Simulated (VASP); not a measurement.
**MgCr2Ag2O8: electric field gradients with PBE**

Crystal: MgCr2Ag2O8.

```
Mg Cr Ag O
1.0
     6.52017    0.00000    0.00000
     0.00000    3.18428    4.55297
     0.00000   -3.18428    4.55297
Mg Cr Ag O
1 2 2 8
Direct
  0.00000 0.65842 0.65842
  0.00000 0.36020 0.36020
  0.50000 0.64169 0.64169
  0.73816 0.00359 0.00359
  0.26184 0.00359 0.00359
  0.00000 0.27331 0.68922
  0.50000 0.32640 0.74517
  0.27804 0.74460 0.74460
  0.79693 0.25461 0.25461
  0.72196 0.74460 0.74460
  0.20307 0.25461 0.25461
  0.50000 0.74517 0.32640
  0.00000 0.68922 0.27331
```

```
Program                : VASP 6.6.1
Task                   : electric field gradients
Functional             : PBE
Potentials or basis    : VASP PAW PBE potentials, release 64 (Mg, Cr_pv, Ag, O)
Cutoff                 : 520 eV
k mesh                 : 4 × 5 × 5
Occupations            : fermi-dirac, width 0.02 eV
Spin                   : no spin polarisation
Dipole correction      : no
Further INCAR settings : ALGO = Normal; EDIFF = 1e-08; NBANDS = 60
```

```
Pressure                                : -1.7 GPa
Largest force                           : 0.347 eV/Å
Band gap on the k mesh                  : 1.23 eV (least direct gap 1.26 eV)
Largest electric field gradient by atom : Mg -20.5; Cr +44.0, +23.4; Ag -32.3; O +38.4, -43.1, -53.4, -26.9 (each value once) V/Å²
```

Forces in eV/Å, atoms in the order of the input:
```
Mg   0.000  0.000 -0.058
Cr   0.000  0.000  0.031
Cr   0.000  0.000 -0.142
Ag  -0.003  0.000  0.013
Ag   0.003  0.000  0.013
O    0.000  0.188 -0.199
O    0.000  0.254  0.236
O    0.197  0.000 -0.100
O    0.281  0.000  0.135
O   -0.197  0.000 -0.100
O   -0.281  0.000  0.135
O    0.000 -0.254  0.236
O    0.000 -0.188 -0.199
```

Stress tensor (GPa, compression positive):
```
-1.79  0.00  0.00
 0.00 -1.45  0.00
 0.00  0.00 -1.94
```

Levels at points of the mesh, in eV from the valence-band top:
| k point | band 45 | band 46 | band 47 | band 48 | band 49 | band 50 | band 51 | band 52 |
| --- | --- | --- | --- | --- | --- | --- | --- | --- |
| (0.00, 0.00, 0.00) | -1.06 | -0.62 | -0.62 | -0.26 | 1.23 | 1.82 | 1.83 | 2.00 |
| (0.50, 0.00, 0.00) | -0.71 | -0.69 | -0.60 | -0.59 | 1.46 | 1.72 | 1.84 | 1.89 |

Electric field gradients, principal values (V/Å²):
| atom | least | middle | greatest (by size) |
| --- | --- | --- | --- |
| 1 Mg | 3.497 | 17.022 | -20.519 |
| 2 Cr | -18.363 | -25.644 | 44.007 |
| 3 Cr | -5.517 | -17.861 | 23.379 |
| 4 Ag | 5.822 | 26.466 | -32.288 |
| 5 Ag | 5.822 | 26.466 | -32.288 |
| 6 O | -3.070 | -35.287 | 38.357 |
| 7 O | 4.131 | 39.001 | -43.132 |
| 8 O | 1.950 | 51.469 | -53.419 |
| 9 O | 1.609 | 25.328 | -26.937 |
| 10 O | 1.950 | 51.469 | -53.419 |
| 11 O | 1.609 | 25.328 | -26.937 |
| 12 O | 4.131 | 39.001 | -43.132 |
| 13 O | -3.070 | -35.287 | 38.357 |

Run time: 7.3 min on 1 thread of AMD EPYC 7R13 Processor (Zen 3), with other jobs on the host, peak memory 0.42 GiB.

Caveat: without QUAD_EFG the Cq values of the log hold for a quadrupole moment of 1 mb, not for the nuclei; the run has no spin polarisation, though such a crystal can be magnetic. A k mesh can miss the band edges.
